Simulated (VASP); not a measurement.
A run of VASP 6.6.1 is set up as follows.

Contents of INCAR:

```
SYSTEM = TaAs
ALGO = Normal
EDIFF = 1E-6
ENCUT = 520
GGA = PE
ISIF = 2
ISMEAR = 0
LASPH = .True.
LCHARG = .False.
LREAL = .False.
LWAVE = .False.
NBANDS = 42
NELM = 100
PREC = Accurate
SIGMA = 0.1
```

Contents of KPOINTS:

```
k-points
0
Gamma
  10 10 4
  0 0 0
```

The input POSCAR:

```
TaAs
1.0
    3.5321551135      0.0000000000      0.0000000000
    0.0000000000      3.5321551135      0.0000000000
    0.0000000000      0.0000000000     11.9692796537
Ta As
4 4
Direct
    0.0000000000      0.5000000000      0.7500629330
    0.5000000000      0.5000000000      0.0000629330
    0.5000000000      0.0000000000      0.2500629330
    0.0000000000      0.0000000000      0.5000629330
    0.5000000000      0.0000000000      0.8325364870
    0.0000000000      0.0000000000      0.0825364870
    0.0000000000      0.5000000000      0.3325364870
    0.5000000000      0.5000000000      0.5825364870
```

Potentials or basis: VASP PAW PBE potentials, release 64 (Ta_pv, As).

Run with:

```console
$ cat potpaw_PBE.64/Ta_pv/POTCAR potpaw_PBE.64/As/POTCAR > POTCAR
$ mpirun -np 1 vasp_std > vasp.out
```

**Question.** Predict the pressure.

**Answer.** -8.9 GPa.

**Question.** What does it give for the band gap on the k mesh?

**Answer.** 0.08 eV.

Stress tensor (GPa, compression positive):
```
-9.37  0.00  0.00
 0.00 -9.37  0.00
 0.00  0.00 -7.94
```

Caveat: the cell differs from its parent crystal (equal strain along all axes, cell held: +2.0 %, then relaxed in part); spin-orbit coupling is left out, which moves the levels of the heavy elements. A k mesh can miss the band edges.
